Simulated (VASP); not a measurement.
# Si (Fd-3m) in VASP: further runs, part 2 of 2

VASP 6.6.1. The steps go on from the part before.

## Step 5: Single point, PBE

This run uses another cell than the first one, of 20.16 Å³/atom, 1.028 times its volume.

File INCAR:

```
PREC = Accurate
ENCUT = 520
EDIFF = 1E-7
ISMEAR = 0
SIGMA = 0.026000000000000002
LREAL = False
LASPH = True
NELM = 80
ALGO = Normal
ISIF = 2
LWAVE = False
LCHARG = True
GGA = PE
LELF = True
LVHAR = True
NBANDS = 11
```

File KPOINTS:

```
Automatic mesh
0
Gamma
  8 8 8
```

File POSCAR:

```
Si
1.0
    0.0000000000      2.7218511865      2.7218511865
    2.7218511865      0.0000000000      2.7218511865
    2.7218511865      2.7218511865      0.0000000000
Si
2
Direct
    0.5000000000      0.5000000000      0.5000000000
    0.7500000000      0.7500000000      0.7500000000
```

Potentials or basis: VASP PAW PBE potentials, release 64 (Si).

Run with:

```bash
$ cat potpaw_PBE.64/Si/POTCAR > POTCAR
$ mpirun -np 1 vasp_std > vasp.out
```

OUTCAR:

```text
PREC = Accurate
   ENCUT = 520
   EDIFF = 1E-7
   ISMEAR = 0
   LREAL = False
   LASPH = True
   NELM = 80
   ISIF = 2
   GGA = PE

 ion  position               nearest neighbor table
   1  0.500  0.500  0.500-   2 2.36   2 2.36   2 2.36   2 2.36
   2  0.750  0.750  0.750-   1 2.36   1 2.36   1 2.36   1 2.36

  LATTYP: Found a face centered cubic cell.
 ALAT       =     5.4437023730

  Lattice vectors:

 A1 = (   0.0000000000,   2.7218511865,   2.7218511865)
 A2 = (   2.7218511865,   0.0000000000,   2.7218511865)
 A3 = (   2.7218511865,   2.7218511865,   0.0000000000)

Analysis of symmetry for initial positions (statically):
=====================================================================
 Subroutine PRICEL returns:
 Original cell was already a primitive cell.

 Routine SETGRP: Setting up the symmetry group for a
 face centered cubic supercell.

 Subroutine GETGRP returns: Found 48 space group operations
 (whereof 24 operations were pure point group operations)
 out of a pool of 48 trial point group operations.

The static configuration has the point symmetry T_d .
 The point group associated with its full space group is O_h .

Analysis of symmetry for dynamics (positions and initial velocities):
=====================================================================
 Subroutine PRICEL returns:
 Original cell was already a primitive cell.

 Routine SETGRP: Setting up the symmetry group for a
 face centered cubic supercell.

 Subroutine GETGRP returns: Found 48 space group operations
 (whereof 24 operations were pure point group operations)
 out of a pool of 48 trial point group operations.

The dynamic configuration has the point symmetry T_d .
 The point group associated with its full space group is O_h .

 Subroutine INISYM returns: Found 48 space group operations
 (whereof 24 operations are pure point group operations),
 and found     1 'primitive' translations

----------------------------------------------------------------------------------------
[... 116 lines left out ...]
  Thomas-Fermi vector in A             =   2.083543
   LORBIT       =      0    0 simple, 1 ext, 2 COOP (PROOUT), +10 PAW based schemes
   GGA     = PE    functional components
   LHFCALC =     F    Hartree Fock is set to
   AEXX    =    0.0000 exact exchange contribution
   IVDW    =     0    specifies the selected vdW correction
   LEPSILON=     F    determine dielectric tensor
   LRPA    =     F    only Hartree local field effects (RPA)
 non-spin polarized calculation
 Gauss-broadening in eV      SIGMA  =   0.03
  energy-cutoff  :      520.00
  volume of cell :       40.33
 maximum number of plane-waves:      1106
 NGX is ok and might be reduce to    30
   NGX = 15   NGY = 15   NGZ = 15

 number of electron       8.0000001 magnetization

 Free energy of the ion-electron system (eV)
  ---------------------------------------------------
  ext. energy  EPLUGINS =         0.00000000
  ---------------------------------------------------
  free energy    TOTEN  =       -10.84388605 eV

  energy without entropy =      -10.84388605  energy(sigma->0) =      -10.84388605

 E-fermi :   5.8789     XC(G=0):  -9.3800

 val. band max:        5.7550143134   @ k =   0.0000   0.0000   0.0000
 cond. band min:       6.3828445538   @ k =   0.3750   0.3750   0.0000
 fundamental gap:      0.6278302404
 Fermi energy:         5.8789172359

 k-point     1 :       0.0000    0.0000    0.0000
  band No.  band energies     occupation
      1      -6.1534      2.00000
      2       5.7550      2.00000
      3       5.7550      2.00000
      4       5.7550      2.00000
      5       8.3172      0.00000
      6       8.3172      0.00000
      7       8.3172      0.00000
      8       9.0463      0.00000
      9      13.4707      0.00000
     10      13.4707      0.00000
     11      13.6867      0.00000
[... 309 lines left out ...]
 k-point    24 :      -0.3750    0.2500    0.1250
  band No.  band energies     occupation
      1      -3.3045      2.00000
      2      -1.0017      2.00000
      3       2.3285      2.00000
      4       3.6143      2.00000
      5       8.8087      0.00000
      6       8.8919      0.00000
      7      11.6448      0.00000
      8      12.8542      0.00000
      9      13.1221      0.00000
     10      16.3119      0.00000
     11      17.4053      0.00000

 [... further k-points ...]
[... 5 lines left out ...]
  --------------------------------------------------------------------------------------
  -------------------------------------------------------------------------------------
  Total        0.3173340      0.3173340      0.3173340      0.0000000      0.0000000     -0.0000000
  in kB       12.6067758     12.6067758     12.6067758      0.0000000      0.0000000     -0.0000000
  external PRESSURE =      12.6067758 kB  Pullay stress =       0.0000000 kB

 VOLUME and BASIS-vectors are now :
 -----------------------------------------------------------------------------
  energy-cutoff  :      520.00
  volume of cell :       40.33
      direct lattice vectors                 reciprocal lattice vectors
     0.000000000  2.721851186  2.721851186    -0.183698507  0.183698507  0.183698507
     2.721851186  0.000000000  2.721851186     0.183698507 -0.183698507  0.183698507
     2.721851186  2.721851186  0.000000000     0.183698507  0.183698507 -0.183698507

 POSITION                                       TOTAL-FORCE (eV/Angst)
 -----------------------------------------------------------------------------------
      2.72185      2.72185      2.72185         0.000000      0.000000      0.000000
      4.08278      4.08278      4.08278        -0.000000     -0.000000     -0.000000
 -----------------------------------------------------------------------------------
    total drift:                               -0.000000     -0.000000     -0.000000

  FREE ENERGIE OF THE ION-ELECTRON SYSTEM (eV)
  ---------------------------------------------------
  free  energy   TOTEN  =       -10.8438860467 eV

  energy  without entropy=      -10.8438860467  energy(sigma->0) =      -10.84388605
```

Wall time 23 s (1 thread of AMD EPYC 7R13, shared host); peak memory 0.13 GiB.

What came out:

* Free energy: -10.8439 eV
* Pressure: 1.3 GPa
* Band gap on the k mesh: 0.63 eV, indirect (least direct gap 2.56 eV)

Levels at points of the mesh, in eV from the valence-band top:
```tsv
k point	band 2	band 3	band 4	band 5	band 6	band 7
(0.00, 0.00, 0.00)	0.00	0.00	0.00	2.56	2.56	2.56
(0.50, 0.00, 0.00)	-6.93	-1.19	-1.19	1.51	3.34	3.34
(0.50, 0.50, 0.00)	-7.79	-2.83	-2.83	0.72	0.72	10.05
```

## Step 6: Single point, PBEsol

This run uses another cell than the first one, of 20.16 Å³/atom, 1.028 times its volume.

File INCAR:

```
PREC = Accurate
ENCUT = 520
EDIFF = 1E-6
ISMEAR = 0
SIGMA = 0.1
LREAL = F
LASPH = T
NELM = 100
ALGO = Normal
ISIF = 2
LWAVE = F
LCHARG = F
GGA = PS
NBANDS = 11
```

File KPOINTS:

```
regular mesh
0
Gamma
  8 8 8
```

POSCAR is that of step 5.

Potentials or basis: VASP PAW PBE potentials, release 64 (Si).

Run with:

```bash
$ cat potpaw_PBE.64/Si/POTCAR > POTCAR
$ mpirun -np 1 vasp_std > vasp.out
```

Run time: 16 s. Hardware: 1 thread of AMD EPYC 7R13, shared host; peak memory 0.13 GiB.

Results (log left out):

| Quantity | Value |
| --- | --- |
| Free energy | -11.4889 eV |
| Pressure | -0.4 GPa |
| Band gap on the k mesh | 0.51 eV, indirect (least direct gap 2.51 eV) |

Levels at points of the mesh, in eV from the valence-band top:
```csv
k point,band 2,band 3,band 4,band 5,band 6,band 7
"(0.00, 0.00, 0.00)",0.00,0.00,0.00,2.51,2.51,2.51
"(0.50, 0.00, 0.00)",-6.98,-1.20,-1.20,1.44,3.28,3.28
"(0.50, 0.50, 0.00)",-7.81,-2.86,-2.86,0.60,0.60,10.00
```

Caveat: the PAW data sets were made with another functional, which shifts forces and pressure a little. PBEsol gaps usually lie below the measured ones, often by a third to a half.

## Step 7: Summary

| level | cell | smearing | gap on the mesh (eV) | pressure (GPa) |
| --- | --- | --- | --- | --- |
| PBEsol+D3(BJ) | a = 3.814 Å, angles 60.0°, 2 atoms | fermi-dirac 0.05 eV | 0.47 | 0.2 |
| PBEsol | a = 3.849 Å, angles 60.0°, 2 atoms | fermi-dirac 0.05 eV | 0.51 | -0.4 |
| PBE | a = 3.849 Å, angles 60.0°, 2 atoms | gaussian 0.018 eV | 0.63 | 1.3 |
| PBE | a = 3.849 Å, angles 60.0°, 2 atoms | gaussian 0.026 eV | 0.63 | 1.3 |
| PBEsol | a = 3.849 Å, angles 60.0°, 2 atoms | gaussian 0.1 eV | 0.51 | -0.4 |

Alike in all rows: task single point; potentials or basis VASP PAW PBE potentials, release 64 (Si); no spin polarisation; k mesh 8 × 8 × 8; cutoff (eV) 520.

Caveats: the PAW data sets were made with another functional, which shifts forces and pressure a little (some runs).

Total energies depend on the potentials used, so only differences within one code and one set of settings carry meaning.
